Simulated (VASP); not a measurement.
# Mg8HO8 (a cell with a defect) in VASP: single point with PBE

Aim: the single point of Mg8HO8 (a cell with a defect) with PBE.

Program: VASP 6.6.1. These are calculated values, not measurements. Logs are shortened: lines on timing, memory, paths and dates and some standing lists are left out, and cuts for length are marked.

## (1) The cell of the first run

The cell holds a defect, 17 atoms: a = 5.511 Å, b = 5.511 Å, c = 5.511 Å, α = 60.00°, β = 60.00°, γ = 60.00°.

## (2) Single point, PBE

The input, INCAR:

```
ALGO = Normal ; EDIFF = 1E-6
ENCUT = 520 ; GGA = PE
ISIF = 2 ; ISMEAR = 0
LASPH = T ; LCHARG = T
LELF = T ; LREAL = Auto
LVHAR = T ; LWAVE = F
NBANDS = 46 ; NELECT = 64.0
NELM = 100 ; PREC = Accurate
SIGMA = 0.02
```

The input, KPOINTS:

```
k-points
0
Gamma
  3 3 3
```

The input, POSCAR:

```
Mg8HO8
1.0
    0.0000000000      3.8970000000      3.8970000000
    3.8970000000      0.0000000000      3.8970000000
    3.8970000000      3.8970000000      0.0000000000
Mg O H
8 8 1
Direct
   -0.0099372594      0.0103352579      0.0022344111
   -0.0147867590      0.0043669489      0.5103928663
    0.0255069284      0.5042205543      0.0101073903
   -0.0099296895      0.4961185527      0.5164290480
    0.4878126764     -0.0015894278      0.0186481909
    0.4927177316      0.0043687452      0.5103877342
    0.4528269181      0.5042310752      0.0101143187
    0.4877586605      0.5126064922      0.5045700539
    0.2389939697      0.2427191429      0.2719742109
    0.2474251989      0.2532227354      0.7594634334
    0.2304887093      0.7552823967      0.2614874262
    0.2389562484      0.7659888376      0.7487827816
    0.7388031819      0.2830934052      0.2319738260
    0.7325755710      0.2532235053      0.7594685656
    0.7454362330      0.7552881704      0.2614821658
    0.7388648961      0.7255374647      0.7894119836
    0.7375465743      0.5051521683      0.0124087760
```

Potentials or basis: VASP PAW PBE potentials, release 64 (Mg, O, H).

Started as:

```
> cat potpaw_PBE.64/Mg/POTCAR potpaw_PBE.64/O/POTCAR potpaw_PBE.64/H/POTCAR > POTCAR
> mpirun -np 1 vasp_std > vasp.out
```

OUTCAR:

```text
EDIFF = 1E-6
   ENCUT = 520
   GGA = PE
   ISIF = 2
   ISMEAR = 0
   LASPH = T
   LREAL = Auto
   NELECT = 64.0
   NELM = 100
   PREC = Accurate

 ion  position               nearest neighbor table
   1  0.990  0.010  0.002-  12 1.94  15 1.95  11 1.95  10 1.95  14 1.95  13 1.96   7 2.68   3 2.68
                             4 2.68   2 2.74   6 2.74   5 2.76   5 2.76   6 2.77   2 2.77   4 2.83
   2  0.985  0.004  0.510-   9 1.92  12 1.92  14 1.94  11 1.94  13 2.05  16 2.05   6 2.71   8 2.74
                             5 2.74   4 2.74   1 2.74   3 2.76   3 2.76   1 2.77   4 2.77   5 2.77
   3  0.026  0.504  0.010-  17 1.58  12 1.86   9 1.86  10 1.96  15 1.96  16 1.99  13 2.00   7 2.36
                             8 2.67   5 2.67   1 2.68   4 2.68   2 2.76   2 2.76   4 2.85   1 2.85
   4  0.990  0.496  0.516-   9 1.94  15 1.95  11 1.95  10 1.95  14 1.95  16 1.96   7 2.68   3 2.68
                             1 2.68   2 2.74   6 2.74   8 2.76   8 2.76   6 2.77   2 2.77   1 2.83
   5  0.488  0.998  0.019-   9 1.94  10 1.95  14 1.95  11 1.95  15 1.95  16 1.96   3 2.67   7 2.67
                             8 2.68   6 2.74   2 2.74   1 2.76   1 2.76   2 2.77   6 2.77   8 2.83
   6  0.493  0.004  0.510-   9 1.92  12 1.92  10 1.94  15 1.94  13 2.05  16 2.05   2 2.71   8 2.74
                             5 2.74   4 2.74   1 2.74   7 2.76   7 2.76   1 2.77   4 2.77   5 2.77
   7  0.453  0.504  0.010-  17 1.58  12 1.86   9 1.86  14 1.96  11 1.96  16 1.99  13 2.00   3 2.36
                             8 2.67   5 2.67   1 2.68   4 2.68   6 2.76   6 2.76   4 2.85   1 2.85
   8  0.488  0.513  0.505-  12 1.94  14 1.95  10 1.95  11 1.95  15 1.95  13 1.96   7 2.67   3 2.67
                             5 2.68   6 2.74   2 2.74   4 2.76   4 2.76   2 2.77   6 2.77   5 2.83
   9  0.239  0.243  0.272-   7 1.86   3 1.86   2 1.92   6 1.92   5 1.94   4 1.94
  10  0.247  0.253  0.759-   6 1.94   5 1.95   8 1.95   1 1.95   4 1.95   3 1.96
  11  0.230  0.755  0.261-   2 1.94   4 1.95   1 1.95   8 1.95   5 1.95   7 1.96
  12  0.239  0.766  0.749-   7 1.86   3 1.86   2 1.92   6 1.92   8 1.94   1 1.94
  13  0.739  0.283  0.232-  17 1.22   8 1.96   1 1.96   3 2.00   7 2.00   6 2.05   2 2.05
  14  0.733  0.253  0.759-   2 1.94   5 1.95   8 1.95   1 1.95   4 1.95   7 1.96
  15  0.745  0.755  0.261-   6 1.94   4 1.95   1 1.95   8 1.95   5 1.95   3 1.96
  16  0.739  0.726  0.789-  17 1.22   5 1.96   4 1.96   3 1.99   7 1.99   6 2.05   2 2.05
  17  0.738  0.505  0.012-  13 1.22  16 1.22   7 1.58   3 1.58

  LATTYP: Found a face centered cubic cell.
 ALAT       =     7.7940000000

  Lattice vectors:

 A1 = (   0.0000000000,   3.8970000000,   3.8970000000)
 A2 = (   3.8970000000,   0.0000000000,   3.8970000000)
 A3 = (   3.8970000000,   3.8970000000,   0.0000000000)

Analysis of symmetry for initial positions (statically):
=====================================================================
 Subroutine PRICEL returns:
 Original cell was already a primitive cell.

 Routine SETGRP: Setting up the symmetry group for a
 face centered cubic supercell.

 Subroutine GETGRP returns: Found  1 space group operations
 (whereof  1 operations were pure point group operations)
 out of a pool of 48 trial point group operations.

The static configuration has the point symmetry C_1 .

Analysis of symmetry for dynamics (positions and initial velocities):
=====================================================================
 Subroutine PRICEL returns:
 Original cell was already a primitive cell.

 Routine SETGRP: Setting up the symmetry group for a
 face centered cubic supercell.

 Subroutine GETGRP returns: Found  1 space group operations
 (whereof  1 operations were pure point group operations)
 out of a pool of 48 trial point group operations.

The dynamic configuration has the point symmetry C_1 .

 Subroutine INISYM returns: Found  1 space group operations
 (whereof  1 operations are pure point group operations),
 and found     1 'primitive' translations

----------------------------------------------------------------------------------------

                                     Primitive cell

  volume of cell :     118.3644

  direct lattice vectors                    reciprocal lattice vectors
     0.000000000  3.897000000  3.897000000    -0.128303823  0.128303823  0.128303823
     3.897000000  0.000000000  3.897000000     0.128303823 -0.128303823  0.128303823
     3.897000000  3.897000000  0.000000000     0.128303823  0.128303823 -0.128303823

  length of vectors
     5.511190253  5.511190253  5.511190253     0.222228741  0.222228741  0.222228741

  position of ions in fractional coordinates (direct lattice)
     0.990062741  0.010335258  0.002234411
     0.985213241  0.004366949  0.510392866
     0.025506928  0.504220554  0.010107390
[... 54 lines left out ...]
     0.000000000  0.000000000  0.000000000

 Subroutine IBZKPT returns following result:
 ===========================================

 Found     14 irreducible k-points:

 Following reciprocal coordinates:
            Coordinates               Weight
  0.000000  0.000000  0.000000      1.000000
  0.333333  0.000000  0.000000      2.000000
  0.000000  0.333333  0.000000      2.000000
  0.000000  0.000000  0.333333      2.000000
  0.333333  0.333333  0.333333      2.000000
  0.333333  0.333333  0.000000      2.000000
  0.000000  0.333333  0.333333      2.000000
  0.333333  0.000000  0.333333      2.000000
 -0.333333  0.333333  0.000000      2.000000
  0.000000 -0.333333  0.333333      2.000000
  0.333333  0.000000 -0.333333      2.000000
  0.333333  0.333333 -0.333333      2.000000
 -0.333333  0.333333 -0.333333      2.000000
  0.333333 -0.333333 -0.333333      2.000000
   k-points           NKPTS =     14   k-points in BZ     NKDIM =     14   number of bands    NBANDS=     46
   number of dos      NEDOS =    301   number of ions     NIONS =     17
   total plane-waves  NPLWV =  74088
   dimension x,y,z NGX =    42 NGY =   42 NGZ =   42
   dimension x,y,z NGXF=    84 NGYF=   84 NGZF=   84
   ions per type =               8   8   1
   NGX,Y,Z   is equivalent  to a cutoff of  12.67, 12.67, 12.67 a.u.
   NGXF,Y,Z  is equivalent  to a cutoff of  25.34, 25.34, 25.34 a.u.
 SYSTEM =  unknown system
   PREC   = accura    normal or accurate (medium, high low for compatibility)
   ISTART =      0    job   : 0-new  1-cont  2-samecut
   ICHARG =      2    charge: 1-file 2-atom 10-const
   ISPIN  =      1    spin polarized calculation?
   LNONCOLLINEAR =      F non collinear calculations
   LSORBIT =      F    spin-orbit coupling
   LASPH  =      T    aspherical Exc in radial PAW
   ENCUT  =  520.0 eV  38.22 Ry    6.18 a.u.  10.25 10.25 10.25*2*pi/ulx,y,z
   NELM   =    100;   NELMIN=  2; NELMDL= -5     # of ELM steps
   EDIFF  = 0.1E-05   stopping-criterion for ELM
   LREAL  =      T    real-space projection
   EDIFFG = 0.1E-04   stopping-criterion for IOM
   NSW    =      0    number of steps for IOM
   IBRION =     -1    ionic relax: 0-MD 1-quasi-New 2-CG
   NFREE  =      0    steps in history (QN), initial steepest desc. (CG)
   ISIF   =      2    stress and relaxation
   ISYM   =      2    0-nonsym 1-usesym 2-fastsym
   POTIM  = 0.5000    time-step for ionic-motion
   TEBEG  =    0.0;   TEEND  =   0.0 temperature during run
   PSTRESS=    0.0 pullay stress
   NELECT =      64.0000    total number of electrons
   NUPDOWN=      -1.0000    fix difference up-down
   EMIN   =  10.00;   EMAX   =-10.00  energy-range for DOS
   EFERMI =   0.00;   METHOD = LEGACY
   ISMEAR =     0;   SIGMA  =   0.02  broadening in eV -4-tet -1-fermi 0-gaus
   EFERMI_NEDOS =   21; number of points for ismear=-14 and -15
   IALGO  =     38    algorithm
   IMIX   =      4    mixing-type and parameters
     AMIX     =   0.40;   BMIX     =  1.00
     AMIX_MAG =   1.60;   BMIX_MAG =  1.00
  volume/ion in A,a.u.               =       6.96        46.99
  Fermi-wavevector in a.u.,A,eV,Ry     =   1.333709  2.520345 24.201767  1.778780
  Thomas-Fermi vector in A             =   2.462546
   LORBIT       =      0    0 simple, 1 ext, 2 COOP (PROOUT), +10 PAW based schemes
   GGA     = PE    functional components
   LHFCALC =     F    Hartree Fock is set to
   AEXX    =    0.0000 exact exchange contribution
   IVDW    =     0    specifies the selected vdW correction
   LEPSILON=     F    determine dielectric tensor
   LRPA    =     F    only Hartree local field effects (RPA)
 non-spin polarized calculation
 Gauss-broadening in eV      SIGMA  =   0.02
  energy-cutoff  :      520.00
  volume of cell :      118.36
 maximum number of plane-waves:      3198
 NGX is ok and might be reduce to    42
   NGX = 21   NGY = 21   NGZ = 21

 number of electron      64.0000001 magnetization

 Free energy of the ion-electron system (eV)
  ---------------------------------------------------
  ext. energy  EPLUGINS =         0.00000000
  ---------------------------------------------------
  free energy    TOTEN  =       -97.08058255 eV

  energy without entropy =      -97.08058255  energy(sigma->0) =      -97.08058255

 E-fermi :   5.4915     XC(G=0): -12.2227

 val. band max:        5.2981319159   @ k =   0.0000   0.0000   0.0000
 cond. band min:      11.6445871017   @ k =   0.0000   0.0000   0.0000
 fundamental gap:      6.3464551858
 Fermi energy:         5.4914923668

 k-point     1 :       0.0000    0.0000    0.0000
  band No.  band energies     occupation
      1     -14.4524      2.00000
      2     -12.3628      2.00000
      3     -12.2927      2.00000
      4     -11.2309      2.00000
      5     -11.0436      2.00000
      6     -11.0210      2.00000
[... 647 lines left out ...]
     43      17.8394      0.00000
     44      18.2156      0.00000
 [bands above 44 left out]

------------------------ aborting loop because EDIFF is reached ----------------------------------------

  FORCE on cell =-STRESS in cart. coord.  units (eV):
  Direction    XX          YY          ZZ          XY          YZ          ZX
  --------------------------------------------------------------------------------------
  -------------------------------------------------------------------------------------
  Total       41.4384448     46.1557071     46.1502455      0.0003396      7.8317864      0.0057355
  in kB      560.9095281    624.7622466    624.6883189      0.0045963    106.0108230      0.0776355
  external PRESSURE =     603.4533646 kB  Pullay stress =       0.0000000 kB

 VOLUME and BASIS-vectors are now :
 -----------------------------------------------------------------------------
  energy-cutoff  :      520.00
  volume of cell :      118.36
      direct lattice vectors                 reciprocal lattice vectors
     0.000000000  3.897000000  3.897000000    -0.128303823  0.128303823  0.128303823
     3.897000000  0.000000000  3.897000000     0.128303823 -0.128303823  0.128303823
     3.897000000  3.897000000  0.000000000     0.128303823  0.128303823 -0.128303823

 POSITION                                       TOTAL-FORCE (eV/Angst)
 -----------------------------------------------------------------------------------
      0.04898      3.86698      3.89855        -0.028105      0.008420     -0.007084
      2.00602      5.82838      3.85639         0.006458      0.023769      0.012212
      2.00434      0.13879      2.06435         0.007265      0.042302      0.034327
      3.94590      5.87083      5.79168        -0.023723     -0.004719      0.000380
      3.96348      1.97368      5.79181         0.020103     -0.002424      0.000045
      2.00601      3.90910      1.93715         0.002851     -0.012615     -0.021410
[... 9 lines left out ...]
      5.90376      5.95570      5.70678         0.005704     -0.047906      0.049371
      2.01693      2.92258      4.84280        -0.008993      0.010296     -0.008508
 -----------------------------------------------------------------------------------
    total drift:                                0.003805      0.002683     -0.001658

  FREE ENERGIE OF THE ION-ELECTRON SYSTEM (eV)
  ---------------------------------------------------
  free  energy   TOTEN  =       -97.0805825543 eV

  energy  without entropy=      -97.0805825543  energy(sigma->0) =      -97.08058255
```

It took 2.9 min on 1 thread of Intel Xeon Platinum 8259CL at 2.50GHz (Skylake/Cascade Lake), shared host; peak memory 0.28 GiB.

Results:

- Free energy: -97.0806 eV
- Largest force: 0.069 eV/Å

Forces in eV/Å, atoms in the order of the input:
```
Mg  -0.028  0.008 -0.007
Mg   0.006  0.024  0.012
Mg   0.007  0.042  0.034
Mg  -0.024 -0.005  0.000
Mg   0.020 -0.002  0.000
Mg   0.003 -0.013 -0.021
Mg   0.007 -0.038 -0.045
Mg   0.022  0.007 -0.006
O    0.005  0.006 -0.003
O    0.005  0.000  0.008
O   -0.009 -0.007  0.002
O    0.000 -0.006  0.008
O    0.000  0.029 -0.030
O    0.001 -0.011  0.002
O   -0.011  0.002  0.004
O    0.006 -0.048  0.049
H   -0.009  0.010 -0.009
```

Levels at points of the mesh, in eV from the Fermi level:
```
           k point  band 28  band 29  band 30  band 31  band 32  band 33  band 34  band 35  band 36  band 37
(0.00, 0.00, 0.00)    -0.82    -0.80    -0.25    -0.23    -0.19     6.15     8.06     8.86     9.18     9.26
```

Caveat: the k points lie up to 0.47 Å⁻¹ apart; the cell carries a net charge on a neutralising background, which shifts energy and pressure; the cell is charged against a uniform background, so pressure and absolute levels hang on convention.
